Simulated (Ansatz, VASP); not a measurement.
## CsSnBr3: VASP beside Ansatz

```
Cs Sn Br
1.0
     5.76277    0.00000    0.00000
     0.00000    5.76277    0.00000
     0.00000    0.00000    5.76277
Cs Sn Br
1 1 3
Direct
  0.00000 0.00000 0.00000
  0.50000 0.50000 0.50000
  0.50000 0.00000 0.50000
  0.50000 0.50000 0.00000
  0.00000 0.50000 0.50000
```

Alike in both runs: functional PBEsol; k mesh 6 × 6 × 6; occupations gaussian, width 0.02 eV; no spin polarisation.

Ansatz relaxed the structure, and its values are those at the end. VASP's run is a single point on that final structure, the one shown.

```csv
,VASP,Ansatz
version,VASP 6.6.1,Ansatz 0.2.0
potentials or method,"VASP PAW PBE potentials, release 64 (Cs_sv, Sn_d, Br), cutoff 500 eV","scalar-relativistic, plane waves, PAW"
valence electrons in the cell,44,44
```

```tsv
	VASP	Ansatz	Ansatz less VASP
gap on the k mesh at the Fermi level (eV)	0.21	0.21	+0.005
least direct gap on the mesh (eV)	0.21	0.21	+0.005
pressure (GPa)	0.0	0.0	0.00
```

VASP's potentials were made for PBE, not for PBEsol. The functional is the same, so the differences come from potentials, cutoffs and numerics.

Neither program's run includes spin-orbit coupling.
